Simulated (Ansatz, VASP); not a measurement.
## One calculation of CsNaP2, two programs

The input INCAR:

```
PREC = Accurate
ENCUT = 600
EDIFF = 1E-7
ISMEAR = 0
SIGMA = 0.1
LREAL = False
LASPH = True
NELM = 100
ALGO = Normal
ISIF = 3
LWAVE = False
LCHARG = False
GGA = PE
IBRION = 2
NSW = 100
EDIFFG = -0.01
```

The input KPOINTS:

```
Automatic mesh
0
Gamma
  12 12 8
```

File POSCAR:

```
CsNaP2
1.0
    4.0543382002      0.0000000000      0.0000000000
    0.0000000000      4.0543382002      0.0000000000
    0.0000000000      0.0000000000      7.0995426158
Cs Na P
1 1 2
Direct
    0.0000000000      0.0000000000      0.5000000000
    0.0000000000      0.0000000000      0.0000000000
    0.5000000000      0.5000000000      0.1460068877
    0.5000000000      0.5000000000      0.8539931123
```

Input for Ansatz:

```yaml
crystal:
  lattice:
    - [4.0543382002, 0.0, 0.0]
    - [0.0, 4.0543382002, 0.0]
    - [0.0, 0.0, 7.0995426158]
  atoms:
    - { symbol: Cs, position: [0.0, 0.0, 0.5] }
    - { symbol: Na, position: [0.0, 0.0, 0.0] }
    - { symbol: P, position: [0.5, 0.5, 0.1460068877] }
    - { symbol: P, position: [0.5, 0.5, 0.8539931123] }
basis:
  ecutwfc: 420
kpoints:
  mp_grid: { grid: [12, 12, 8] }
hamiltonian:
  xc: pbe
scf:
  occupations: { method: gaussian, width: 0.1 }
output:
  forces: true
  stress: true
  eigenvalues: true
relax:
  adjacent_minimum: "off"
  f_tol: 0.01
  max_steps: 80
  cell: { stress_tol: 0.05 }
```

Alike in both runs: task relaxation of cell and atoms; functional PBE; k mesh 12 × 12 × 8; occupations gaussian, width 0.1 eV; no spin polarisation.

|  | VASP | Ansatz |
| --- | --- | --- |
| version | VASP 6.6.1 | Ansatz 0.2.0 |
| potentials or method | VASP PAW PBE potentials, release 64 (Cs_sv, Na_pv, P), cutoff 600 eV | scalar-relativistic, plane waves, PAW |
| valence electrons in the cell | 26 | 28 |

Ansatz gave:

```
gap on the k mesh at the Fermi level, each at its own relaxed structure (eV) : none
relaxed volume (Å³/atom)                                                     : 28.99
relaxed cell length with the largest relative difference (Å)                 : 4.020
```

What did VASP give for the same quantities?

gap on the k mesh at the Fermi level, each at its own relaxed structure (eV): none; relaxed volume (Å³/atom): 29.06; relaxed cell length with the largest relative difference (Å): 4.024.

A gap of «none» marks a metal or a gap that the smearing closes. VASP's potentials hold 26 valence electrons a cell and Ansatz's 28, so a difference there can come from the potentials and not from the codes.

Neither program's run includes spin-orbit coupling.
